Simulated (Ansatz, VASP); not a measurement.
## SrO: VASP beside Ansatz

```
Sr O
1.0
     0.00000    2.62862    2.62862
     2.62862    0.00000    2.62862
     2.62862    2.62862    0.00000
Sr O
1 1
Cartesian
  0.0000 0.0000 0.0000
  2.6286 2.6286 2.6286
```

Alike in both runs: functional RPBE; k mesh 6 × 6 × 6; occupations gaussian, width 0.02 eV; no spin polarisation.

Ansatz relaxed the structure, and its values are those at the end. VASP's run is a single point on that final structure, the one shown.

```csv
,VASP,Ansatz
version,VASP 6.6.1,Ansatz 0.2.0
potentials or method,"VASP PAW PBE potentials, release 64 (Sr_sv, O), cutoff 600 eV","scalar-relativistic, plane waves, PAW"
valence electrons in the cell,16,16
```

Ansatz gave:

| Item | Value |
| --- | --- |
| gap on the k mesh at the Fermi level (eV) | 3.45 |
| least direct gap on the mesh (eV) | 3.57 |
| pressure (GPa) | 0.0 |

Problem. Which values does VASP return?

Solution. gap on the k mesh at the Fermi level (eV): 3.41; least direct gap on the mesh (eV): 3.53; pressure (GPa): 0.3.

VASP's potentials were made for PBE, not for RPBE.
